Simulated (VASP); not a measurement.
## BaS: electric field gradients with PBE

BaS:

```xyz
2
Lattice="0.0000 3.2564 3.2564 3.2564 0.0000 3.2564 3.2564 3.2564 0.0000" Properties=species:S:1:pos:R:3 pbc="T T T"
Ba    0.0000    0.0000    0.0000
S     3.2564    3.2564    3.2564
```

This cell differs from its parent crystal: volume scaled by 1.06.

```
Program                : VASP 6.6.1
Task                   : electric field gradients
Functional             : PBE
Potentials or basis    : VASP PAW PBE potentials, release 64 (Ba_sv, S)
Cutoff                 : 520 eV
k mesh                 : 8 × 8 × 8
Occupations            : fermi-dirac, width 0.02 eV
Spin                   : no spin polarisation
Dipole correction      : no
Further INCAR settings : ALGO = Normal; EDIFF = 1e-08; NBANDS = 15
```

The pressure is -1.0 GPa and the band gap on the k mesh is 2.20 eV, indirect (least direct gap 2.36 eV).

Levels at points of the mesh, in eV from the valence-band top:
```tsv
k point	band 4	band 5	band 6	band 7	band 8	band 9	band 10	band 11	band 12	band 13
(0.00, 0.00, 0.00)	-11.33	-10.27	0.00	0.00	0.00	3.32	3.85	3.85	3.85	4.72
(0.50, 0.00, 0.00)	-11.36	-9.28	-1.81	-0.98	-0.98	5.34	5.51	6.08	6.08	8.47
(0.50, 0.50, 0.00)	-11.48	-10.18	-0.58	-0.16	-0.16	2.20	5.68	5.78	7.18	7.18
```

It took 28 s on 1 thread of AMD EPYC 7R13 Processor (Zen 3), with other jobs on the host, peak memory 0.18 GiB.

Caveat: without QUAD_EFG the Cq values of the log hold for a quadrupole moment of 1 mb, not for the nuclei; spin-orbit coupling is left out, which moves the levels of the heavy elements. A k mesh can miss the band edges.
